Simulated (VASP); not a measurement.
# TlAsF4 (P2/m) in VASP: a series of runs, part 2 of 2

VASP 6.6.1. Earlier steps stand in the parts before.

### Step 3. Relaxation of cell and atoms, PBEsol

This run uses another cell than the first one, of 16.17 Å³/atom.

Contents of INCAR:

```
ALGO     = Normal         # electronic algorithm
EDIFF    = 1E-7           # SCF threshold, eV
EDIFFG   = -0.01          # ionic threshold
ENCUT    = 600            # plane-wave cutoff, eV
GGA      = PS             # functional
GGA_COMPAT= False        
IBRION   = 2              # ionic algorithm
ISIF     = 3              # what is computed and relaxed
ISMEAR   = -1             # smearing method
LASPH    = True           # aspherical terms in the spheres
LCHARG   = False          # write CHGCAR
LREAL    = False          # projectors in reciprocal space
LWAVE    = False          # write WAVECAR
NELM     = 120            # most SCF steps
NELMIN   = 4            
NSW      = 100            # ionic steps
PREC     = Accurate       # precision mode
SIGMA    = 0.03           # smearing width, eV
```

Contents of KPOINTS:

```
k-points
0
Gamma
  4 6 4
```

Contents of POSCAR:

```
TlAsF4
1.0
    5.2202587800      0.0000000000      0.0000000000
    0.0000000000      3.2628039100      0.0000000000
   -0.0209152600      0.0000000000      5.6977713600
Tl As F
1 1 4
Direct
    0.0000000000      0.5000000000      0.5000000000
    0.0000000000      0.0000000000      0.0000000000
    0.2434798600      0.0000000000      0.3416285400
    0.2494622300      0.5000000000      0.8243270200
    0.7505377700      0.5000000000      0.1756729800
    0.7565201400      0.0000000000      0.6583714600
```

Potentials or basis: VASP PAW PBE potentials, release 64 (Tl_d, As, F).

Run with:

```
cat potpaw_PBE.64/Tl_d/POTCAR potpaw_PBE.64/As/POTCAR potpaw_PBE.64/F/POTCAR > POTCAR
mpirun -np 1 vasp_std > vasp.out
```

OUTCAR:

```text
EDIFF = 1E-7
   EDIFFG = -0.01
   ENCUT = 600
   GGA = PS
   IBRION = 2
   ISIF = 3
   ISMEAR = -1
   LASPH = True
   LREAL = False
   NELM = 120
   NELMIN = 4
   NSW = 100
   PREC = Accurate

 ion  position               nearest neighbor table
   1  0.000  0.500  0.500-   4 2.26   5 2.26   3 2.26   6 2.26   3 2.26   6 2.26   2 3.28   2 3.28
                             2 3.28   2 3.28
   2  0.000  0.000  0.000-   4 2.32   5 2.32   4 2.32   5 2.32   3 2.32   6 2.32   1 3.28   1 3.28
                             1 3.28   1 3.28
   3  0.243  0.000  0.342-   1 2.26   1 2.26   2 2.32
   4  0.249  0.500  0.824-   1 2.26   2 2.32   2 2.32
   5  0.751  0.500  0.176-   1 2.26   2 2.32   2 2.32
   6  0.757  0.000  0.658-   1 2.26   1 2.26   2 2.32

  LATTYP: Found a simple monoclinic cell.
 ALAT       =     5.2202587800
 B/A-ratio  =     0.6250272348
 C/A-ratio  =     1.0914803246
 COS(beta)  =    -0.0036707544

  Lattice vectors:

 A1 = (   5.2202587800,   0.0000000000,   0.0000000000)
 A2 = (   0.0000000000,   3.2628039100,   0.0000000000)
 A3 = (  -0.0209152600,   0.0000000000,   5.6977713600)

Analysis of symmetry for initial positions (statically):
=====================================================================
 Subroutine PRICEL returns:
 Original cell was already a primitive cell.

 Routine SETGRP: Setting up the symmetry group for a
 simple monoclinic supercell.

 Subroutine GETGRP returns: Found  4 space group operations
 (whereof  4 operations were pure point group operations)
 out of a pool of  4 trial point group operations.

The static configuration has the point symmetry C_2h.

Analysis of symmetry for dynamics (positions and initial velocities):
=====================================================================
 Subroutine PRICEL returns:
 Original cell was already a primitive cell.

 Routine SETGRP: Setting up the symmetry group for a
 simple monoclinic supercell.

 Subroutine GETGRP returns: Found  4 space group operations
 (whereof  4 operations were pure point group operations)
 out of a pool of  4 trial point group operations.

The dynamic configuration has the point symmetry C_2h.

 Subroutine INISYM returns: Found  4 space group operations
 (whereof  4 operations are pure point group operations),
 and found     1 'primitive' translations

----------------------------------------------------------------------------------------

                                     Primitive cell

  volume of cell :      97.0483

  direct lattice vectors                    reciprocal lattice vectors
     5.220258780  0.000000000  0.000000000     0.191561385  0.000000000  0.000703180
     0.000000000  3.262803910  0.000000000     0.000000000  0.306484860  0.000000000
    -0.020915260  0.000000000  5.697771360     0.000000000  0.000000000  0.175507218

  length of vectors
     5.220258780  3.262803910  5.697809748     0.191562675  0.306484860  0.175507218

  position of ions in fractional coordinates (direct lattice)
     0.000000000  0.500000000  0.500000000
     0.000000000  0.000000000  0.000000000
     0.243479860  0.000000000  0.341628540
[... 74 lines left out ...]
 SYSTEM =  unknown system
   PREC   = accura    normal or accurate (medium, high low for compatibility)
   ISTART =      0    job   : 0-new  1-cont  2-samecut
   ICHARG =      2    charge: 1-file 2-atom 10-const
   ISPIN  =      1    spin polarized calculation?
   LNONCOLLINEAR =      F non collinear calculations
   LSORBIT =      F    spin-orbit coupling
   LASPH  =      T    aspherical Exc in radial PAW
   ENCUT  =  600.0 eV  44.10 Ry    6.64 a.u.  10.43  6.52 11.38*2*pi/ulx,y,z
   NELM   =    120;   NELMIN=  4; NELMDL= -5     # of ELM steps
   EDIFF  = 0.1E-06   stopping-criterion for ELM
   LREAL  =      F    real-space projection
   EDIFFG = -.1E-01   stopping-criterion for IOM
   NSW    =    100    number of steps for IOM
   IBRION =      2    ionic relax: 0-MD 1-quasi-New 2-CG
   NFREE  =      1    steps in history (QN), initial steepest desc. (CG)
   ISIF   =      3    stress and relaxation
   ISYM   =      2    0-nonsym 1-usesym 2-fastsym
   POTIM  = 0.5000    time-step for ionic-motion
   TEBEG  =    0.0;   TEEND  =   0.0 temperature during run
   PSTRESS=    0.0 pullay stress
   NELECT =      46.0000    total number of electrons
   NUPDOWN=      -1.0000    fix difference up-down
   EMIN   =  10.00;   EMAX   =-10.00  energy-range for DOS
   EFERMI =   0.00;   METHOD = LEGACY
   ISMEAR =    -1;   SIGMA  =   0.03  broadening in eV -4-tet -1-fermi 0-gaus
   EFERMI_NEDOS =   21; number of points for ismear=-14 and -15
   IALGO  =     38    algorithm
   IMIX   =      4    mixing-type and parameters
     AMIX     =   0.40;   BMIX     =  1.00
     AMIX_MAG =   1.60;   BMIX_MAG =  1.00
  volume/ion in A,a.u.               =      16.17       109.15
  Fermi-wavevector in a.u.,A,eV,Ry     =   1.276433  2.412109 22.167724  1.629282
  Thomas-Fermi vector in A             =   2.409090
   LORBIT       =      0    0 simple, 1 ext, 2 COOP (PROOUT), +10 PAW based schemes
   GGA     = PS    functional components
   LHFCALC =     F    Hartree Fock is set to
   AEXX    =    0.0000 exact exchange contribution
   IVDW    =     0    specifies the selected vdW correction
   LEPSILON=     F    determine dielectric tensor
   LRPA    =     F    only Hartree local field effects (RPA)
 conjugate gradient relaxation of ions
 non-spin polarized calculation
  energy-cutoff  :      600.00
  volume of cell :       97.05
 maximum number of plane-waves:      3257
 NGX is ok and might be reduce to    42
   NGX = 21   NGY = 13   NGZ = 23

--------------------------------------- Ionic step        1  -------------------------------------------

 number of electron      46.0000016 magnetization

 Free energy of the ion-electron system (eV)
  ---------------------------------------------------
  ext. energy  EPLUGINS =         0.00000000
  ---------------------------------------------------
  free energy    TOTEN  =       -22.47621113 eV

  energy without entropy =      -22.46747803  energy(sigma->0) =      -22.47184458

------------------------ aborting loop because EDIFF is reached ----------------------------------------

  FORCE on cell =-STRESS in cart. coord.  units (eV):
  Direction    XX          YY          ZZ          XY          YZ          ZX
  --------------------------------------------------------------------------------------
  -------------------------------------------------------------------------------------
  Total        3.2752967      5.5071815      4.9216379      0.0000000      0.0000000     -0.8807605
  in kB       54.0720957     90.9184334     81.2516557      0.0000000      0.0000000    -14.5405348
  external PRESSURE =      75.4140616 kB  Pullay stress =       0.0000000 kB
[... 101 lines left out ...]
  FREE ENERGIE OF THE ION-ELECTRON SYSTEM (eV)
  ---------------------------------------------------
  free  energy   TOTEN  =       -23.0373395194 eV

  energy  without entropy=      -23.0300636200  energy(sigma->0) =      -23.03370157

[... ionic steps 4 to 42 ...]

--------------------------------------- Ionic step       43  -------------------------------------------

 number of electron      45.9999976 magnetization

------------------------ aborting loop because EDIFF is reached ----------------------------------------
[... 75 lines left out ...]
--------------------------------------- Ionic step       45  -------------------------------------------

 number of electron      45.9999974 magnetization

 Free energy of the ion-electron system (eV)
  ---------------------------------------------------
  ext. energy  EPLUGINS =         0.00000000
  ---------------------------------------------------
  free energy    TOTEN  =       -26.21847578 eV

  energy without entropy =      -26.21847578  energy(sigma->0) =      -26.21847578

 E-fermi :   1.4337     XC(G=0):  -9.0019

 val. band max:        0.7150203209   @ k =   0.0000   0.5000   0.5000
 cond. band min:       2.6841698116   @ k =   0.5000   0.0000   0.0000
 fundamental gap:      1.9691494907
 Fermi energy:         1.4336542204

 k-point     1 :       0.0000    0.0000    0.0000
  band No.  band energies     occupation
      1     -22.0526      2.00000
      2     -21.3320      2.00000
      3     -20.9319      2.00000
      4     -20.8296      2.00000
      5      -8.9870      2.00000
      6      -8.9228      2.00000
[... 709 lines left out ...]
     26       5.3409      0.00000
     27       6.4856      0.00000

 [... further k-points ...]

------------------------ aborting loop because EDIFF is reached ----------------------------------------

  FORCE on cell =-STRESS in cart. coord.  units (eV):
  Direction    XX          YY          ZZ          XY          YZ          ZX
  --------------------------------------------------------------------------------------
  -------------------------------------------------------------------------------------
  Total       -0.0234504      0.0018724      0.0357484      0.0000000      0.0000000     -0.0163697
  in kB       -0.3569961      0.0285037      0.5442152      0.0000000      0.0000000     -0.2492041
  external PRESSURE =       0.0719076 kB  Pullay stress =       0.0000000 kB
[... 21 lines left out ...]
  FREE ENERGIE OF THE ION-ELECTRON SYSTEM (eV)
  ---------------------------------------------------
  free  energy   TOTEN  =       -26.2184757806 eV

  energy  without entropy=      -26.2184757806  energy(sigma->0) =      -26.21847578

 reached required accuracy - stopping structural energy minimisation
```

Wall time 35 min (1 thread of Intel Xeon 6975P-C (Granite Rapids), shared host); peak memory 0.34 GiB.

Results:

- Free energy: -26.2185 eV
- Relaxed volume: 17.54 Å³/atom
- Relaxed cell: a = 4.606 Å, b = 3.386 Å, c = 6.852 Å, α = 90.00°, β = 100.01°, γ = 90.00°
- Space group after relaxing (to 0.1 Å): P2/m (No. 10)
- Pressure after relaxing: 0.0 GPa
- Largest force after relaxing: 0.010 eV/Å
- Band gap on the k mesh: 1.97 eV (least direct gap 2.51 eV)

Forces in eV/Å, atoms in the order of the input:
```
Tl   0.000  0.000  0.000
As   0.000  0.000  0.000
F    0.009  0.000 -0.002
F    0.007  0.000  0.003
F   -0.007  0.000 -0.003
F   -0.009  0.000  0.002
```

Final structure:
```xyz
6
Lattice="4.5846 0.0000 -0.4475 0.0000 3.3860 0.0000 -0.5295 0.0000 6.8314" Properties=species:S:1:pos:R:3 pbc="T T T"
Tl   -0.2648    1.6930    3.4157
As    0.0000    0.0000    0.0000
F     1.0331    0.0000    1.6870
F     0.5127    1.6930    6.0515
F     3.5423    1.6930    0.3325
F     3.0219    0.0000    4.6969
```

Caveat: a cell axis changed by over 15 % at a fixed basis, so the end point is rough; the PAW data sets were made with another functional, which shifts forces and pressure a little; spin-orbit coupling is left out, which moves the levels of the heavy elements. A k mesh can miss the band edges.
